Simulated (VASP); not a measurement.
Wanted: the native input for a VASP 6.6.1 run.

```yaml
Task: single point
Functional: PBEsol
Potentials_or_basis: VASP PAW PBE potentials, release 64 (In_d, As)
Cutoff: 520 eV
k_mesh: 12 × 12 × 12
Occupations: gaussian, width 0.1 eV
Spin: no spin polarisation
Dipole_correction: no
Further_INCAR_settings: ALGO = Normal; EDIFF = 1e-07; NBANDS = 16
```

The structure of InAs lies in POSCAR:

```
InAs
1.0
    0.0000000000      3.0438898531      3.0438898531
    3.0438898531      0.0000000000      3.0438898531
    3.0438898531      3.0438898531      0.0000000000
In As
1 1
Direct
    0.0000000000      0.0000000000      0.0000000000
    0.2500000000      0.2500000000      0.2500000000
```

These files were run (other wordings do the same):

INCAR

```
PREC = Accurate
ENCUT = 520
EDIFF = 1E-7
ISMEAR = 0
SIGMA = 0.1
LREAL = False
LASPH = True
NELM = 100
ALGO = Normal
ISIF = 2
LWAVE = False
LCHARG = False
GGA = PS
NBANDS = 16
```

KPOINTS

```
Automatic mesh
0
Gamma
  12 12 12
```

Potentials or basis: VASP PAW PBE potentials, release 64 (In_d, As).

Command:

```bash
$ cat potpaw_PBE.64/In_d/POTCAR potpaw_PBE.64/As/POTCAR > POTCAR
$ mpirun -np 1 vasp_std > vasp.out
```

It gave:

```
Pressure               : 0.1 GPa
Band gap on the k mesh : zero (filled and empty bands touch)
```

Caveat: the PAW data sets were made with another functional, which shifts forces and pressure a little; spin-orbit coupling is left out, which moves the levels of the heavy elements.

It took 25 s on 1 thread of AMD EPYC 9R45 (Zen 5), on a shared host, peak memory 0.19 GiB.
